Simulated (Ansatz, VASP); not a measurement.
AlCo3: VASP beside Ansatz

The input INCAR:

```
SYSTEM = AlCo3
  PREC = Accurate
  ENCUT = 520
  EDIFF = 1E-7
  ISMEAR = 1
  SIGMA = 0.5
  LREAL = .False.
  LASPH = .True.
  NELM = 150
  ALGO = Normal
  ISIF = 2
  LWAVE = .False.
  LCHARG = .True.
  ISPIN = 2
  MAGMOM = 0 1.48 1.48 1.48
  LORBIT = 11
  LMAXMIX = 4
  GGA = PS
  LELF = .True.
  LVHAR = .True.
  NBANDS = 27
```

KPOINTS

```
regular mesh
0
Gamma
  12 12 12
  0 0 0
```

POSCAR

```
AlCo3
1.0
    3.5749480000      0.0000000000      0.0000000000
    0.0000000000      3.5749480000      0.0000000000
    0.0000000000      0.0000000000      3.5749480000
Al Co
1 3
Direct
    0.0000000000      0.0000000000      0.0000000000
    0.5000000000      0.5000000000      0.0000000000
    0.5000000000      0.0000000000      0.5000000000
    0.0000000000      0.5000000000      0.5000000000
```

Input for Ansatz:

```yaml
crystal:
  lattice:
    - [3.574948, 0.0, 0.0]
    - [0.0, 3.574948, 0.0]
    - [0.0, 0.0, 3.574948]
  atoms:
    - { symbol: Al, position: [0.0, 0.0, 0.0] }
    - { symbol: Co, position: [0.5, 0.5, 0.0], spin: 1.48 }
    - { symbol: Co, position: [0.5, 0.0, 0.5], spin: 1.48 }
    - { symbol: Co, position: [0.0, 0.5, 0.5], spin: 1.48 }
basis:
  ecutwfc: 420
kpoints:
  mp_grid: { grid: [12, 12, 12] }
hamiltonian:
  xc: pbesol
scf:
  occupations: { method: cold, width: 0.5 }
output:
  forces: true
  stress: true
  eigenvalues: true
  populations: true
magnetization:
  spin_polarized: true
```

Alike in both runs: task single point; functional PBEsol; k mesh 12 × 12 × 12; collinear spin.

```csv
,VASP,Ansatz
version,VASP 6.6.1,Ansatz 0.2.0
potentials or method,"VASP PAW PBE potentials, release 64 (Al, Co), cutoff 520 eV","scalar-relativistic, plane waves, PAW"
occupations,"methfessel-paxton of order 1, width 0.5 eV","cold, width 0.5 eV"
valence electrons in the cell,30,54
```

|  | VASP | Ansatz | Ansatz less VASP |
| --- | --- | --- | --- |
| gap on the k mesh at the Fermi level (eV) | none | none | - |
| pressure (GPa) | -7.4 | -6.6 | +0.89 |
| net moment per atom (μB) | 0.97 | 1.02 | +0.055 |
| size of the moment on the site where the two differ most (μB) | 1.33 | 1.42 | +0.095 |

VASP's potentials were made for PBE, not for PBEsol. Site moments also hang on the region over which each program counts them. A gap of «none» marks a metal or a gap that the smearing closes. VASP's potentials hold 30 valence electrons a cell and Ansatz's 54, so a difference there can come from the potentials and not from the codes. Ansatz's warnings: stability check not made.
